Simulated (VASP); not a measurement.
Input of a VASP 6.6.1 run:

Contents of POSCAR:

```
SrO
1.0
    0.0000000000      2.6982900000      2.5698000000
    2.6982900000      0.0000000000      2.5698000000
    2.6982900000      2.6982900000      0.0000000000
Sr O
1 1
Direct
    0.0000000000      0.0000000000      0.0000000000
    0.5000000000      0.5000000000      0.5000000000
```

File INCAR.step1:

```
SYSTEM = SrO
PREC = Accurate
ENCUT = 520
ISMEAR = 0
SIGMA = 0.05
LREAL = .FALSE.
LASPH = .TRUE.
NELM = 80
NBANDS = 15
GGA = PE
ALGO = Normal
EDIFF = 1E-4
LWAVE = .TRUE.
LCHARG = .FALSE.
```

File INCAR.step2:

```
SYSTEM = SrO
PREC = Accurate
ENCUT = 520
EDIFF = 1E-7
ISMEAR = 0
SIGMA = 0.05
LREAL = .FALSE.
LASPH = .TRUE.
NELM = 80
ALGO = Normal
ISIF = 2
LWAVE = .FALSE.
LCHARG = .FALSE.
METAGGA = R2SCAN
LMIXTAU = .TRUE.
NBANDS = 15
ISTART = 1
```

File KPOINTS:

```
regular mesh
0
G
  8 8 8
  0 0 0
```

Potentials or basis: VASP PAW PBE potentials, release 64 (Sr_sv, O).

Launch:

```sh
$ cat potpaw_PBE.64/Sr_sv/POTCAR potpaw_PBE.64/O/POTCAR > POTCAR
$ cp INCAR.step1 INCAR
$ mpirun -np 1 vasp_std > vasp.out
$ cp INCAR.step2 INCAR
$ mpirun -np 1 vasp_std > vasp.out
```

(1) Estimate the band gap on the k mesh.

(2) Predict the pressure.

Answers

(1) 3.56 eV, indirect (least direct gap 3.84 eV).

(2) -5.9 GPa.

Caveat: the cell differs from its parent crystal (strain +0.050 along x and y, +0.000 along z); the PAW data sets were made with another functional, which shifts forces and pressure a little.
